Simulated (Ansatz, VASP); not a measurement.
## One calculation of ZnS, two programs

```
Zn S
1.0
     3.81100    0.02382    0.00000
    -1.88487    3.28851    0.00000
     0.00000    0.00000    6.23400
Zn S
2 2
Direct
  0.33333 0.66667 0.00000
  0.66667 0.33333 0.50000
  0.33333 0.66667 0.38500
  0.66667 0.33333 0.88500
```

Change from the starting cell: strain +0.0125 x Voigt [0, 0, 0, 0, 0, 1], atoms carried along.

Alike in both runs: task single point; functional r2SCAN; k mesh 6 × 6 × 4; occupations gaussian, width 0.05 eV; no spin polarisation.

|  | VASP | Ansatz |
| --- | --- | --- |
| version | VASP 6.6.1 | Ansatz 0.2.0 |
| potentials or method | VASP PAW PBE potentials, release 64 (Zn, S), cutoff 520 eV | scalar-relativistic, plane waves, PAW |
| valence electrons in the cell | 36 | 36 |

Ansatz gave:

| Item | Value |
| --- | --- |
| gap on the k mesh at the Fermi level (eV) | 2.80 |
| least direct gap on the mesh (eV) | 2.80 |
| pressure (GPa) | 0.1 |
| traceless stress, the component that is largest in VASP (GPa) | -1.30 |
| rms of the force components (eV/Å) | 0.190 |

Q: Which values does VASP return?

A: gap on the k mesh at the Fermi level (eV): 2.81; least direct gap on the mesh (eV): 2.81; pressure (GPa): 0.2; traceless stress, the component that is largest in VASP (GPa): -1.31; rms of the force components (eV/Å): 0.190.

VASP's potentials were made for PBE, not for r2SCAN. Atom by atom the forces differ by 0.003 eV/Å (rms over components).
